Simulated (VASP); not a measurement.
# RbBr (rocksalt type) (Fm-3m) in VASP: further runs

The runs below take RbBr (rocksalt type) through relaxation of cell and atoms, single point, with PBE.

Program: VASP 6.6.1. These are calculated values, not measurements. Logs are shortened: lines on timing, memory, paths and dates and some standing lists are left out, and cuts for length are marked.

## 1. The cell of the first run

The structure is cubic, space group Fm-3m (No. 225). The conventional cell has a = 6.174 Å, b = 6.174 Å, c = 6.174 Å, α = 90.00°, β = 90.00°, γ = 90.00°. Within 4.1 Å of Rb (site symmetry m-3m) lie 6 Br at 3.09 Å. Br (site symmetry m-3m) has 6 Rb at 3.09 Å within 4.1 Å.

## 2. Relaxation of cell and atoms, PBE

Contents of INCAR:

```
PREC     = Accurate       # precision mode
ENCUT    = 600            # plane-wave cutoff, eV
EDIFF    = 1E-6           # SCF threshold, eV
ISMEAR   = -1             # smearing method
SIGMA    = 0.05           # smearing width, eV
LREAL    = F              # projectors in reciprocal space
LASPH    = T              # aspherical terms in the spheres
NELM     = 60             # most SCF steps
ALGO     = Normal         # electronic algorithm
ISIF     = 3              # what is computed and relaxed
LWAVE    = F              # write WAVECAR
LCHARG   = F              # write CHGCAR
GGA      = PE             # functional
IBRION   = 2              # ionic algorithm
NSW      = 100            # ionic steps
EDIFFG   = -0.005         # ionic threshold
```

Contents of KPOINTS:

```
Automatic mesh
0
Gamma
  9 9 9
```

Contents of POSCAR:

```
RbBr
1.0
    0.0000000000      3.0871072875      3.0871072875
    3.0871072875      0.0000000000      3.0871072875
    3.0871072875      3.0871072875      0.0000000000
Rb Br
1 1
Direct
    0.0000000000      0.0000000000      0.0000000000
    0.5000000000      0.5000000000      0.5000000000
```

Potentials or basis: VASP PAW PBE potentials, release 64 (Rb_sv, Br).

Launch:

```bash
$ cat potpaw_PBE.64/Rb_sv/POTCAR potpaw_PBE.64/Br/POTCAR > POTCAR
$ mpirun -np 1 vasp_std > vasp.out
```

OUTCAR:

```text
PREC = Accurate
   ENCUT = 600
   EDIFF = 1E-6
   ISMEAR = -1
   LREAL = F
   LASPH = T
   NELM = 60
   ISIF = 3
   GGA = PE
   IBRION = 2
   NSW = 100
   EDIFFG = -0.005

 ion  position               nearest neighbor table
   1  0.000  0.000  0.000-   2 3.09   2 3.09   2 3.09   2 3.09   2 3.09   2 3.09
   2  0.500  0.500  0.500-   1 3.09   1 3.09   1 3.09   1 3.09   1 3.09   1 3.09

  LATTYP: Found a face centered cubic cell.
 ALAT       =     6.1742145750

  Lattice vectors:

 A1 = (   0.0000000000,   3.0871072875,   3.0871072875)
 A2 = (   3.0871072875,   0.0000000000,   3.0871072875)
 A3 = (   3.0871072875,   3.0871072875,   0.0000000000)

Analysis of symmetry for initial positions (statically):
=====================================================================
 Subroutine PRICEL returns:
 Original cell was already a primitive cell.

 Routine SETGRP: Setting up the symmetry group for a
 face centered cubic supercell.

 Subroutine GETGRP returns: Found 48 space group operations
 (whereof 48 operations were pure point group operations)
 out of a pool of 48 trial point group operations.

The static configuration has the point symmetry O_h .

Analysis of symmetry for dynamics (positions and initial velocities):
=====================================================================
 Subroutine PRICEL returns:
 Original cell was already a primitive cell.

 Routine SETGRP: Setting up the symmetry group for a
 face centered cubic supercell.

 Subroutine GETGRP returns: Found 48 space group operations
 (whereof 48 operations were pure point group operations)
 out of a pool of 48 trial point group operations.

The dynamic configuration has the point symmetry O_h .

 Subroutine INISYM returns: Found 48 space group operations
 (whereof 48 operations are pure point group operations),
 and found     1 'primitive' translations

----------------------------------------------------------------------------------------

                                     Primitive cell

  volume of cell :      58.8417

  direct lattice vectors                    reciprocal lattice vectors
     0.000000000  3.087107287  3.087107287    -0.161963921  0.161963921  0.161963921
     3.087107287  0.000000000  3.087107287     0.161963921 -0.161963921  0.161963921
     3.087107287  3.087107287  0.000000000     0.161963921  0.161963921 -0.161963921

  length of vectors
     4.365828994  4.365828994  4.365828994     0.280529740  0.280529740  0.280529740

  position of ions in fractional coordinates (direct lattice)
     0.000000000  0.000000000  0.000000000
     0.500000000  0.500000000  0.500000000

  ion indices of the primitive-cell ions
   primitive index   ion index
                 1           1
[... 74 lines left out ...]
   LREAL  =      F    real-space projection
   EDIFFG = -.5E-02   stopping-criterion for IOM
   NSW    =    100    number of steps for IOM
   IBRION =      2    ionic relax: 0-MD 1-quasi-New 2-CG
   NFREE  =      1    steps in history (QN), initial steepest desc. (CG)
   ISIF   =      3    stress and relaxation
   ISYM   =      2    0-nonsym 1-usesym 2-fastsym
   POTIM  = 0.5000    time-step for ionic-motion
   TEBEG  =    0.0;   TEEND  =   0.0 temperature during run
   PSTRESS=    0.0 pullay stress
   NELECT =      16.0000    total number of electrons
   NUPDOWN=      -1.0000    fix difference up-down
   EMIN   =  10.00;   EMAX   =-10.00  energy-range for DOS
[... 5 lines left out ...]
     AMIX     =   0.40;   BMIX     =  1.00
     AMIX_MAG =   1.60;   BMIX_MAG =  1.00
  volume/ion in A,a.u.               =      29.42       198.54
  Fermi-wavevector in a.u.,A,eV,Ry     =   1.060604  2.004250 15.304922  1.124880
  Thomas-Fermi vector in A             =   2.195990
   LORBIT       =      0    0 simple, 1 ext, 2 COOP (PROOUT), +10 PAW based schemes
   GGA     = PE    functional components
   LHFCALC =     F    Hartree Fock is set to
   AEXX    =    0.0000 exact exchange contribution
   IVDW    =     0    specifies the selected vdW correction
   LEPSILON=     F    determine dielectric tensor
   LRPA    =     F    only Hartree local field effects (RPA)
 conjugate gradient relaxation of ions
 non-spin polarized calculation
  energy-cutoff  :      600.00
  volume of cell :       58.84
 maximum number of plane-waves:      1989
   NGX = 17   NGY = 17   NGZ = 17

--------------------------------------- Ionic step        1  -------------------------------------------

 number of electron      16.0000001 magnetization

 Free energy of the ion-electron system (eV)
  ---------------------------------------------------
  ext. energy  EPLUGINS =         0.00000000
  ---------------------------------------------------
  free energy    TOTEN  =        -5.40754727 eV

  energy without entropy =       -5.40754727  energy(sigma->0) =       -5.40754727

 E-fermi :   0.8108     XC(G=0):  -8.5608

 val. band max:       -0.2150940438   @ k =   0.0000   0.0000   0.0000
 cond. band min:       4.8353693220   @ k =   0.4444   0.4444   0.0000
 fundamental gap:      5.0504633658
 Fermi energy:         0.8107955294

 k-point     1 :       0.0000    0.0000    0.0000
  band No.  band energies     occupation
      1     -24.1700      2.00000
      2     -12.8265      2.00000
      3      -8.2667      2.00000
      4      -8.2667      2.00000
      5      -8.2667      2.00000
      6      -0.2151      2.00000
      7      -0.2151      2.00000
      8      -0.2151      2.00000
      9       5.1030      0.00000
     10       6.9245      0.00000
     11       6.9245      0.00000
     12       6.9245      0.00000
[... 446 lines left out ...]
  FREE ENERGIE OF THE ION-ELECTRON SYSTEM (eV)
  ---------------------------------------------------
  free  energy   TOTEN  =        -6.1098811823 eV

  energy  without entropy=       -6.1098811822  energy(sigma->0) =       -6.10988118

[... ionic steps 4 to 20 ...]

--------------------------------------- Ionic step       21  -------------------------------------------

 number of electron      16.0000000 magnetization

------------------------ aborting loop because EDIFF is reached ----------------------------------------
[... 67 lines left out ...]
--------------------------------------- Ionic step       23  -------------------------------------------

 number of electron      16.0000000 magnetization

 Free energy of the ion-electron system (eV)
  ---------------------------------------------------
  ext. energy  EPLUGINS =         0.00000000
  ---------------------------------------------------
  free energy    TOTEN  =        -6.11444112 eV

  energy without entropy =       -6.11444112  energy(sigma->0) =       -6.11444112

 E-fermi :  -0.9258     XC(G=0):  -6.9572

 val. band max:       -2.0066682834   @ k =   0.0000   0.0000   0.0000
 cond. band min:       2.1815169243   @ k =   0.0000   0.0000   0.0000
 fundamental gap:      4.1881852077
 Fermi energy:        -0.9257783638

 k-point     1 :       0.0000    0.0000    0.0000
  band No.  band energies     occupation
      1     -26.5764      2.00000
      2     -14.1219      2.00000
      3     -10.6470      2.00000
      4     -10.6470      2.00000
      5     -10.6470      2.00000
      6      -2.0067      2.00000
      7      -2.0067      2.00000
      8      -2.0067      2.00000
      9       2.1815      0.00000
     10       5.2448      0.00000
     11       5.2448      0.00000
     12       5.2448      0.00000
[... 374 lines left out ...]
  FREE ENERGIE OF THE ION-ELECTRON SYSTEM (eV)
  ---------------------------------------------------
  free  energy   TOTEN  =        -6.1144411191 eV

  energy  without entropy=       -6.1144411191  energy(sigma->0) =       -6.11444112

 reached required accuracy - stopping structural energy minimisation
```

OSZICAR:

```text
N       E                     dE             d eps       ncg     rms          rms(c)
DAV:   1     0.958361176180E+02    0.95836E+02   -0.78941E+03   840   0.133E+03
DAV:   2     0.171936110549E+00   -0.95664E+02   -0.88225E+02  1196   0.211E+02
DAV:   3    -0.546048664259E+01   -0.56324E+01   -0.56058E+01  1064   0.557E+01
[... 131 lines left out ...]
       N       E                     dE             d eps       ncg     rms          rms(c)
DAV:   1    -0.611465081669E+01   -0.22197E-03   -0.41527E-03   840   0.450E-01    0.688E-02
DAV:   2    -0.611448343335E+01    0.16738E-03   -0.32822E-04  1044   0.124E-01    0.302E-02
DAV:   3    -0.611444184639E+01    0.41587E-04   -0.13936E-04  1208   0.730E-02    0.962E-03
DAV:   4    -0.611444111914E+01    0.72725E-06   -0.41296E-06  1032   0.119E-02
  23 F= -.61144411E+01 E0= -.61144411E+01  d E =-.405546E-04
```

It took 2.1 min on 1 thread of AMD EPYC 9R45 (Zen 5), shared host; peak memory 0.19 GiB.

What came out:

```
Free energy                            : -6.1144 eV
Relaxed volume                         : 43.21 Å³/atom
Relaxed cell                           : a = 4.963 Å, b = 4.963 Å, c = 4.963 Å, α = 60.00°, β = 60.00°, γ = 60.00°
Space group after relaxing (to 0.05 Å) : Fm-3m (No. 225)
Energy gained by relaxing              : 353.4 meV/atom
Ionic steps                            : 23
Pressure after relaxing                : 0.0 GPa
Band gap on the k mesh                 : 4.19 eV, direct
```

Step by step:
```csv
step,energy change (eV),largest force (eV/Å),pressure (GPa),volume (Å³)
1,0.0000,0.0000,12.01,58.84
2,-0.6836,0.0000,1.20,79.69
3,-0.7023,0.0000,0.50,83.33
4,-0.6991,0.0000,-0.54,90.93
5,-0.7069,0.0000,-0.05,86.78
6,-0.7069,0.0000,0.04,86.15
7,-0.7069,0.0000,0.04,86.15
8,-0.7069,0.0000,0.05,86.15
9,-0.7069,0.0000,0.04,86.15
10,-0.7069,0.0000,0.04,86.15
11,-0.7069,0.0000,0.04,86.15
12,-0.7069,0.0000,0.04,86.15
13,-0.7069,0.0000,0.04,86.16
14,-0.7069,0.0000,0.04,86.16
15,-0.7069,0.0000,0.04,86.16
16,-0.7069,0.0000,0.05,86.16
17,-0.7069,0.0000,0.05,86.16
18,-0.7069,0.0000,0.05,86.16
19,-0.7069,0.0000,0.06,86.17
20,-0.7069,0.0000,0.04,86.19
21,-0.7069,0.0000,0.04,86.22
22,-0.7069,0.0000,0.03,86.29
23,-0.7069,0.0000,0.01,86.42
```

Final structure:
```
CELL_PARAMETERS angstrom
0.00000 3.50903 3.50903
3.50903 0.00000 3.50903
3.50903 3.50903 0.00000
ATOMIC_POSITIONS crystal
Rb 0.00000 0.00000 0.00000
Br 0.50000 0.50000 0.50000
```

Levels at points of the mesh, in eV from the valence-band top:
| k point | band 5 | band 6 | band 7 | band 8 | band 9 | band 10 | band 11 | band 12 |
| --- | --- | --- | --- | --- | --- | --- | --- | --- |
| (0.00, 0.00, 0.00) | -8.64 | 0.00 | 0.00 | 0.00 | 4.19 | 7.25 | 7.25 | 7.25 |

Caveat: the volume moved by over 15 % at a fixed basis, so the end points are rough. Expect the measured gap to be larger: semilocal functionals such as PBE lack the derivative discontinuity.

## 3. Single point, PBE (volume scaled by 0.95)

Contents of INCAR:

```
SYSTEM = RbBr
ALGO = Normal
EDIFF = 1E-7
ENCUT = 520
GGA = PE
ISIF = 2
ISMEAR = -1
LASPH = .TRUE.
LCHARG = .TRUE.
LELF = .TRUE.
LREAL = .FALSE.
LVHAR = .TRUE.
LWAVE = .FALSE.
NBANDS = 15
NELM = 100
PREC = Accurate
SIGMA = 0.05
```

Contents of KPOINTS:

```
k-points
0
G
  9 9 9
  0 0 0
```

Contents of POSCAR:

```
RbBr
1.0
    0.0000000000      3.4481421532      3.4481421532
    3.4481421532      0.0000000000      3.4481421532
    3.4481421532      3.4481421532      0.0000000000
Rb Br
1 1
Direct
    0.0000000000      0.0000000000      0.0000000000
    0.5000000000      0.5000000000      0.5000000000
```

Potentials or basis: VASP PAW PBE potentials, release 64 (Rb_sv, Br).

Launch:

```bash
$ cat potpaw_PBE.64/Rb_sv/POTCAR potpaw_PBE.64/Br/POTCAR > POTCAR
$ mpirun -np 1 vasp_std > vasp.out
```

It took 48 s on 1 thread of Intel Xeon Platinum 8259CL at 2.50GHz (Skylake/Cascade Lake), shared host; peak memory 0.22 GiB.

The run converged. Its results:

- Free energy: -6.1056 eV
- Pressure: 0.7 GPa
- Band gap on the k mesh: 4.32 eV, direct

Levels at points of the mesh, in eV from the valence-band top:
```csv
k point,band 5,band 6,band 7,band 8,band 9,band 10,band 11,band 12
"(0.00, 0.00, 0.00)",-8.53,0.00,0.00,0.00,4.32,7.27,7.27,7.27
```

Caveat: the cell differs from its parent crystal (volume scaled by 0.95).
